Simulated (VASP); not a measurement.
A run of VASP 6.6.1 is set up as follows.

File INCAR:

```
SYSTEM = Ge
ALGO = Normal ; EDIFF = 1E-6
ENCUT = 520 ; GGA = PE
ISIF = 2 ; ISMEAR = 0
LASPH = .TRUE. ; LCHARG = .FALSE.
LREAL = .FALSE. ; LWAVE = .FALSE.
NBANDS = 21 ; NELM = 60
PREC = Accurate ; SIGMA = 0.15
```

KPOINTS

```
k-points
0
G
  14 14 14
  0 0 0
```

File POSCAR:

```
Ge
1.0
    0.0000000000      2.9553765781      2.9553765781
    2.9553765781      0.0000000000      2.9553765781
    2.9553765781      2.9553765781      0.0000000000
Ge
2
Direct
    0.5000000000      0.5000000000      0.5000000000
    0.7500000000      0.7500000000      0.7500000000
```

Potentials or basis: VASP PAW PBE potentials, release 64 (Ge_d).

Command:

```sh
$ cat potpaw_PBE.64/Ge_d/POTCAR > POTCAR
$ mpirun -np 1 vasp_std > vasp.out
```

Task: Predict the band gap on the k mesh.

Result: Zero (band 14 reaches 3.80 eV, above the bottom of band 15 at 3.62 eV).

Task: What does it give for the pressure?

Result: -3.8 GPa.
